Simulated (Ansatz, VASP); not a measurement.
InAs in VASP and in Ansatz

```
In As
1.0
     0.00000    3.01297    3.01297
     3.01297    0.00000    3.01297
     3.01297    3.01297    0.00000
In As
1 1
Cartesian
  1.5065 1.5065 1.5065
  0.0000 0.0000 0.0000
```

Alike in both runs: functional LDA; k mesh 10 × 10 × 10; occupations gaussian, width 0.1 eV; no spin polarisation.

Ansatz relaxed the structure, and its values are those at the end. VASP's run is a single point on that final structure, the one shown.

|  | VASP | Ansatz |
| --- | --- | --- |
| version | VASP 6.6.1 | Ansatz 0.2.0 |
| potentials or method | VASP PAW LDA potentials, release 64 (In_d, As), cutoff 520 eV | scalar-relativistic, plane waves, PAW |
| valence electrons in the cell | 18 | 28 |

Ansatz gave:

```
gap on the k mesh at the Fermi level (eV) : none
pressure (GPa)                            : 0.0
```

What did VASP give for the same quantities?

gap on the k mesh at the Fermi level (eV): none; pressure (GPa): 0.2.

Ansatz warns that its potentials were made for another functional, while VASP's fit it. LDA's correlation is that of Perdew and Zunger in VASP and of Perdew and Wang (1992) in Ansatz. A gap of «none» marks a metal or a gap that the smearing closes. VASP's potentials hold 18 valence electrons a cell and Ansatz's 28, so a difference there can come from the potentials and not from the codes.
